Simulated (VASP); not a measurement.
Crystal: Os.

```xyz
2
Lattice="2.7000 0.0000 0.0000 -1.3500 2.3383 0.0000 0.0000 0.0000 4.4091" Properties=species:S:1:pos:R:3 pbc="T T T"
Os    0.0000    1.5588    1.1023
Os    1.3500    0.7794    3.3068
```

```yaml
Program: VASP 6.6.1
Task: relaxation of cell and atoms
Functional: LDA
Potentials_or_basis: VASP PAW LDA potentials, release 64 (Os)
Cutoff: 600 eV
k_mesh: 20 × 20 × 11
Occupations: fermi-dirac, width 0.05 eV
Spin: no spin polarisation
```

At the start: pressure -5.9 GPa; volume 13.92 Å³/atom.

Q: Where does the relaxation end?

A: Over 9 steps the energy falls by 25.1 meV/atom and the volume is 13.74 Å³/atom (-1.3 %); space group P6_3/mmc (No. 194, to 0.1 Å) before and after.

The path:
```csv
step,energy change (eV),largest force (eV/Å),pressure (GPa),volume (Å³)
1,0.0000,0.0000,-5.85,27.84
2,0.2743,0.0000,37.70,25.76
3,-0.0447,0.0000,3.05,27.28
4,-0.0451,0.0000,3.87,27.24
5,-0.0175,0.0000,-9.38,28.12
6,-0.0502,0.0000,-0.18,27.48
7,-0.0502,0.0000,-0.10,27.48
8,-0.0502,0.0000,0.23,27.46
9,-0.0502,0.0000,0.01,27.47
```

Final structure:
```
Os
1.0
     2.71915    0.00000    0.00000
    -1.35957    2.35485    0.00000
     0.00000    0.00000    4.29033
Os
2
Direct
  0.33333 0.66667 0.25000
  0.66667 0.33333 0.75000
```
